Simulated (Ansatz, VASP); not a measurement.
One calculation of Sc, two programs

File INCAR:

```
SYSTEM = Sc
AGGAC    = 1.0          
AGGAX    = 1.0          
ALDAC    = 0.0          
ALDAX    = 1.0          
ALGO     = Normal         ! electronic algorithm
EDIFF    = 1E-6           ! SCF threshold, eV
ENCUT    = 520            ! plane-wave cutoff, eV
GGA      = B5             ! functional
ISIF     = 2              ! what is computed and relaxed
ISMEAR   = -1             ! smearing method
LASPH    = .True.         ! aspherical terms in the spheres
LCHARG   = .True.         ! write CHGCAR
LELF     = .True.         ! ELF
LREAL    = .False.        ! projectors in reciprocal space
LVHAR    = .True.       
LWAVE    = .False.        ! write WAVECAR
NBANDS   = 18             ! bands
NELM     = 80             ! most SCF steps
PREC     = Accurate       ! precision mode
SIGMA    = 0.1            ! smearing width, eV
```

File KPOINTS:

```
k-points
0
Gamma
  13 13 9
  0 0 0
```

Contents of POSCAR:

```
Sc
1.0
   -2.7696385315      2.7694418317      1.5168671940
    2.7694418317     -2.7696385315      1.5168671940
    2.7694697863      2.7694697863     -1.5172274500
Sc
2
Direct
    0.9999983892      0.0000016108      0.0000000000
    0.7500016108      0.2499983892      0.5000000000
```

Input for Ansatz:

```yaml
crystal:
  lattice:
    - [-2.7696385315, 2.7694418317, 1.516867194]
    - [2.7694418317, -2.7696385315, 1.516867194]
    - [2.7694697863, 2.7694697863, -1.51722745]
  atoms:
    - { symbol: Sc, position: [0.9999983892, 1.6108e-06, 0.0] }
    - { symbol: Sc, position: [0.7500016108, 0.2499983892, 0.5] }
hamiltonian:
  xc: blyp
  pseudopotentials:
    kind: paw
    azcp:
      Sc: "pseudopotentials/Sc.paw.azcp"
basis:
  ecutwfc: 420
  fft_grid_basis: typed
kpoints:
  mp_grid: { grid: [13, 13, 9], shift: [0, 0, 0] }
magnetization:
  spin_polarized: false
scf:
  occupations: { method: fermi_dirac, width: 0.1 }
  lower_state_search: "off"
output:
  stress: true
```

Alike in both runs: task single point; functional BLYP; k mesh 13 × 13 × 9; occupations fermi-dirac, width 0.1 eV; no spin polarisation.

```csv
,VASP,Ansatz
version,VASP 6.6.1,Ansatz 0.2.0
potentials or method,"VASP PAW PBE potentials, release 64 (Sc_sv), cutoff 520 eV","plane waves (420 eV) with PAW, scalar-relativistic"
valence electrons in the cell,22,22
```

VASP gave:

* pressure (GPa): 4.1
* traceless stress, the component that is largest in VASP (GPa): 0.73

**Question.** Which values does Ansatz return?

**Answer.** Pressure (GPa): 4.0; traceless stress, the component that is largest in VASP (GPa): 0.73.

VASP's potentials were made for PBE, not for BLYP.
